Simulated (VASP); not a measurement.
Here is a VASP 6.6.1 calculation.

The input INCAR:

```
PREC = Accurate
ENCUT = 600
EDIFF = 1E-7
ISMEAR = -1
SIGMA = 0.15
LREAL = False
LASPH = True
NELM = 60
ALGO = Fast
ISIF = 3
LWAVE = False
LCHARG = False
GGA = PE
IBRION = 2
NSW = 80
EDIFFG = -0.001
```

The input KPOINTS:

```
Automatic mesh
0
Gamma
  8 8 8
```

The input POSCAR:

```
Na4Bi
1.0
   -3.7075346283      3.7075346283      3.7075346283
    3.7075346283     -3.7075346283      3.7075346283
    3.7075346283      3.7075346283     -3.7075346283
Na Bi
4 1
Direct
    0.5000000000      0.5000000000      0.5000000000
    0.5000000000      0.0000000000      0.0000000000
    0.0000000000      0.0000000000      0.5000000000
    0.0000000000      0.5000000000      0.0000000000
    0.0000000000      0.0000000000      0.0000000000
```

Potentials or basis: VASP PAW PBE potentials, release 64 (Na_pv, Bi_d).

Command:

```bash
$ cat potpaw_PBE.64/Na_pv/POTCAR potpaw_PBE.64/Bi_d/POTCAR > POTCAR
$ mpirun -np 1 vasp_std > vasp.out
```

(1) What does it give for the relaxed volume?

(2) Predict the space group after relaxing (to 0.1 Å).

Results:

(1) 40.73 Å³/atom.

(2) Im-3m (No. 229).
